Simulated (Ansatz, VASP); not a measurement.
**Two plane-wave programs on AlNi3**

The input INCAR:

```
  PREC = Accurate
  ENCUT = 520
  EDIFF = 1E-6
  ISMEAR = 0
  SIGMA = 0.15
  LREAL = F
  LASPH = T
  NELM = 80
  ALGO = Fast
  ISIF = 2
  LWAVE = F
  LCHARG = F
  GGA = PS
  NBANDS = 24
```

KPOINTS

```
Automatic mesh
0
Gamma
  16 16 16
```

POSCAR

```
AlNi3
1.0
    0.0000000000      3.2305258897      2.0998418283
    3.2305258897      0.0000000000      2.0998418283
    3.2305258897      3.2305258897      0.0000000000
Al Ni
1 3
Direct
    0.5000000000      0.5000000000      0.5000000000
    0.2500000000      0.2500000000      0.2500000000
    0.0000000000      0.0000000000      0.0000000000
    0.7500000000      0.7500000000      0.7500000000
```

Input for Ansatz:

```yaml
crystal:
  lattice:
    - [0.0, 3.2305258897, 2.0998418283]
    - [3.2305258897, 0.0, 2.0998418283]
    - [3.2305258897, 3.2305258897, 0.0]
  atoms:
    - { symbol: Al, position: [0.5, 0.5, 0.5] }
    - { symbol: Ni, position: [0.25, 0.25, 0.25] }
    - { symbol: Ni, position: [0.0, 0.0, 0.0] }
    - { symbol: Ni, position: [0.75, 0.75, 0.75] }
basis:
  ecutwfc: 420
kpoints:
  mp_grid: { grid: [16, 16, 16] }
hamiltonian:
  xc: pbesol
scf:
  occupations: { method: gaussian, width: 0.15 }
output:
  forces: true
  stress: true
  eigenvalues: true
```

Alike in both runs: task single point; functional PBEsol; k mesh 16 × 16 × 16; occupations gaussian, width 0.15 eV; no spin polarisation.

|  | VASP | Ansatz |
| --- | --- | --- |
| version | VASP 6.6.1 | Ansatz 0.2.0 |
| potentials or method | VASP PAW PBE potentials, release 64 (Al, Ni), cutoff 520 eV | scalar-relativistic, plane waves, PAW |
| valence electrons in the cell | 33 | 57 |

```tsv
	VASP	Ansatz	Ansatz less VASP
gap on the k mesh at the Fermi level (eV)	none	none	-
pressure (GPa)	21.8	21.9	+0.09
traceless stress, the component that is largest in VASP (GPa)	63.00	63.50	+0.501
```

VASP's potentials were made for PBE, not for PBEsol. A gap of «none» marks a metal or a gap that the smearing closes. VASP's potentials hold 33 valence electrons a cell and Ansatz's 57, so a difference there can come from the potentials and not from the codes.
